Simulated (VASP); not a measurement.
SnSe3, 4 atoms in the cell. Symmetry: I4/mmm, No. 139, tetragonal system. Conventional cell: a = 3.913 Å, b = 3.913 Å, c = 14.159 Å, α = 90.00°, β = 90.00°, γ = 90.00°. Within 3.6 Å of Sn (site symmetry 4/mmm) lie 4 Se at 2.77 Å. Within 3.6 Å of Se (site symmetry 4/mmm) lie 4 Sn at 2.77 Å. Se (site symmetry -4m2) has 4 Se at 2.77 Å within 3.6 Å. 

| Quantity | Value |
| --- | --- |
| Program | VASP 6.6.1 |
| Task | single point |
| Functional | PBE |
| Potentials or basis | VASP PAW PBE potentials, release 64 (Sn_d, Se) |
| Cutoff | 500 eV |
| k mesh | 16 × 16 × 16 |
| Occupations | gaussian, width 0.1 eV |
| Spin | no spin polarisation |
| Dipole correction | no |
| Further INCAR settings | ALGO = Normal; EDIFF = 1e-06; NBANDS = 24 |

Potentials or basis: VASP PAW PBE potentials, release 64 (Sn_d, Se).

Command:

```console
$ cat potpaw_PBE.64/Sn_d/POTCAR potpaw_PBE.64/Se/POTCAR > POTCAR
$ mpirun -np 1 vasp_std > vasp.out
```

Hardware: 1 thread of Intel(R) Xeon(R) Platinum 8259CL CPU @ 2.50GHz (Skylake/Cascade Lake) (shared host).

**Question.** How long does it take, and how much memory?

**Answer.** Wall time 44 min on 1 thread of Intel(R) Xeon(R) Platinum 8259CL CPU @ 2.50GHz (Skylake/Cascade Lake), on a shared host, peak memory 1 GiB. Counts: scf iterations 13, k points 349.
